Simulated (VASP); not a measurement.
Ir:

```
CELL_PARAMETERS angstrom
0.00000 1.89578 1.89578
1.89578 0.00000 1.89578
1.89578 1.89578 0.00000
ATOMIC_POSITIONS crystal
Ir 0.00000 0.00000 0.00000
```

This cell differs from its parent crystal: volume scaled by 0.97.

Base run:

| Quantity | Value |
| --- | --- |
| Program | VASP 6.6.1 |
| Functional | PBEsol |
| Potentials or basis | VASP PAW PBE potentials, release 64 (Ir_sv_GW) |
| Cutoff | 500 eV |
| k mesh | 18 × 18 × 18 |
| Occupations | gaussian, width 0.1 eV |
| Spin | no spin polarisation |

Its results: pressure 9.3 GPa.

**Question.** The run is repeated on the same cell with these changes: potentials or basis from VASP PAW PBE potentials, release 64 (Ir_sv_GW) to VASP PAW PBE potentials, release 64 (Ir); cutoff from 500 eV to 520 eV; further incar settings from ALGO = Normal; EDIFF = 1e-06; NBANDS = 14 to ALGO = Normal; EDIFF = 1e-06; NBANDS = 10; valence electrons from 17 to 9. What comes out?

**Answer.** Pressure 14.0 GPa.

Caveats: the PAW data sets were made with another functional, which shifts forces and pressure a little.
